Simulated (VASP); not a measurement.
Set up this calculation in VASP 6.6.1, as the native input.

```yaml
Task: single point
Functional: LDA
Potentials_or_basis: VASP PAW LDA potentials, release 64 (Te, Sn_d)
Cutoff: 520 eV
k_mesh: 7 × 7 × 7
Occupations: fermi-dirac, width 0.05 eV
Spin: no spin polarisation
Dipole_correction: no
Further_INCAR_settings: ALGO = Normal; EDIFF = 1e-07; NBANDS = 17
```

The structure of SnTe lies in POSCAR:

```
SnTe
1.0
    0.0000000000      3.1717171644      3.1717171644
    3.1717171644      0.0000000000      3.1717171644
    3.1717171644      3.1717171644      0.0000000000
Te Sn
1 1
Direct
    0.5000000000      0.5000000000      0.5000000000
    0.0000000000      0.0000000000      0.0000000000
```

One way to write it, as run:

INCAR

```
SYSTEM = SnTe
  PREC = Accurate
  ENCUT = 520
  EDIFF = 1E-7
  ISMEAR = -1
  SIGMA = 0.05
  LREAL = .FALSE.
  LASPH = .TRUE.
  NELM = 80
  ALGO = Normal
  ISIF = 2
  LWAVE = .FALSE.
  LCHARG = .FALSE.
  GGA = CA
  NBANDS = 17
```

KPOINTS

```
regular mesh
0
G
  7 7 7
  0 0 0
```

Potentials or basis: VASP PAW LDA potentials, release 64 (Te, Sn_d).

Launch:

```console
$ cat potpaw_LDA.64/Te/POTCAR potpaw_LDA.64/Sn_d/POTCAR > POTCAR
$ mpirun -np 1 vasp_std > vasp.out
```

It gave:

| Quantity | Value |
| --- | --- |
| Pressure | -2.4 GPa |

Run time: 25 s on 1 thread of Intel(R) Xeon(R) Platinum 8488C (Sapphire Rapids), on a shared host, peak memory 0.17 GiB.
